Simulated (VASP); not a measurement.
# CuNi3: single point with PBE

The system is CuNi3.

```
CELL_PARAMETERS angstrom
2.50314 0.00000 0.00000
-1.25157 2.16778 0.00000
0.00000 0.00000 7.90960
ATOMIC_POSITIONS crystal
Cu 0.33333 0.66667 0.50000
Ni 0.33333 0.66667 0.00000
Ni 0.66667 0.33333 0.25000
Ni 0.66667 0.33333 0.75000
```

```yaml
Program: VASP 6.6.1
Task: single point
Functional: PBE
Potentials_or_basis: VASP PAW PBE potentials, release 64 (Cu, Ni)
Cutoff: 520 eV
k_mesh: 6 × 6 × 2
Occupations: gaussian, width 0.1 eV
Spin: collinear spin, ferromagnetic start
Starting_moments: "[0.0, 2.0, 2.0, 2.0] μB"
Dipole_correction: no
Further_INCAR_settings: ALGO = Fast; EDIFF = 1e-07; NBANDS = 32
```

```json
{
  "Pressure": "7.8 GPa",
  "Largest force": "0.434 eV/Å",
  "Net moment": "1.64 μB per cell",
  "Site moments": "Cu +0.01; Ni +0.69, +0.49 μB",
  "Valence electrons inside the program's atomic spheres": "Cu 10.12; Ni 9.33, 9.35"
}
```

Forces on the atoms (eV/Å):
```
Cu   0.000  0.000  0.000
Ni   0.000  0.000  0.000
Ni   0.000  0.000 -0.434
Ni   0.000  0.000  0.434
```

Stress tensor (GPa, compression positive):
```
 3.71  0.00  0.00
 0.00  3.71  0.00
 0.00  0.00 15.88
```

Levels at points of the mesh, in eV from the Fermi level:
Spin up:
```
           k point  band 18  band 19  band 20  band 21  band 22  band 23  band 24  band 25  band 26  band 27
(0.00, 0.00, 0.00)    -1.22    -1.22    -0.82    -0.82    -0.68    -0.68    -0.10     6.05    15.20    15.37
(0.50, 0.00, 0.00)    -0.51    -0.35    -0.35     0.98     1.16     1.39     2.83     6.40     6.72     9.45
(0.00, 0.00, 0.50)    -1.72    -1.38    -1.38    -0.76    -0.76    -0.68    -0.68     9.17     9.49    21.66
(0.50, 0.00, 0.50)    -0.55    -0.36    -0.34     0.47     0.79     2.27     2.70     7.33     7.57     7.93
```
Spin down:
```csv
k point,band 16,band 17,band 18,band 19,band 20,band 21,band 22,band 23,band 24,band 25
"(0.00, 0.00, 0.00)",-1.39,-1.39,-0.67,-0.67,-0.26,-0.26,-0.13,0.00,0.00,6.29
"(0.50, 0.00, 0.00)",-0.45,0.08,0.15,0.26,0.28,1.13,1.42,1.51,3.09,6.62
"(0.00, 0.00, 0.50)",-1.51,-1.28,-1.28,-0.78,-0.78,-0.23,-0.23,0.01,0.01,9.25
"(0.50, 0.00, 0.50)",-0.53,-0.09,0.16,0.26,0.28,0.56,1.08,2.44,2.96,7.42
```

It took 47 s on 1 thread of Intel(R) Xeon(R) 6975P-C (Granite Rapids), on a shared host, peak memory 0.18 GiB.

Caveat: the k points lie up to 0.48 Å⁻¹ apart.
